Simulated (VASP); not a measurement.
Wanted: the native input for a VASP 6.6.1 run.

| Quantity | Value |
| --- | --- |
| Task | single point |
| Functional | PBE |
| Potentials or basis | VASP PAW PBE potentials, release 64 (Ru_pv) |
| Cutoff | 520 eV |
| k mesh | 13 × 13 × 13 |
| Occupations | fermi-dirac, width 0.05 eV |
| Spin | collinear spin, ferromagnetic start |
| Starting moments | [1.0] μB |
| Dipole correction | no |
| Further INCAR settings | ALGO = Normal; EDIFF = 1e-06; NBANDS = 17 |

The structure of Ru lies in POSCAR:

```
Ru
1.0
    2.5109503120      0.0000000000      0.0000000000
    0.0000000000      2.5109503120      0.0000000000
    0.0000000000      0.0000000000      2.5109503120
Ru
1
Direct
    0.0000000000      0.0000000000      0.0000000000
```

The input as run:

INCAR

```
SYSTEM = Ru
  PREC = Accurate
  ENCUT = 520
  EDIFF = 1E-6
  ISMEAR = -1
  SIGMA = 0.05
  LREAL = .FALSE.
  LASPH = .TRUE.
  NELM = 150
  ALGO = Normal
  ISIF = 2
  LWAVE = .FALSE.
  LCHARG = .FALSE.
  ISPIN = 2
  MAGMOM = 1
  LORBIT = 11
  LMAXMIX = 4
  GGA = PE
  NBANDS = 17
```

KPOINTS

```
Automatic mesh
0
G
  13 13 13
  0 0 0
```

Potentials or basis: VASP PAW PBE potentials, release 64 (Ru_pv).

Command:

```bash
$ cat potpaw_PBE.64/Ru_pv/POTCAR > POTCAR
$ mpirun -np 1 vasp_std > vasp.out
```

It gave:

```
Pressure                                              : -0.1 GPa
Band gap on the k mesh                                : zero (filled and empty bands overlap)
Net moment                                            : 0.00 μB per cell
Valence electrons inside the program's atomic spheres : Ru 12.67
```

Run time: 14 s on 1 thread of Intel(R) Xeon(R) 6975P-C (Granite Rapids), with other jobs on the host, peak memory 0.15 GiB.
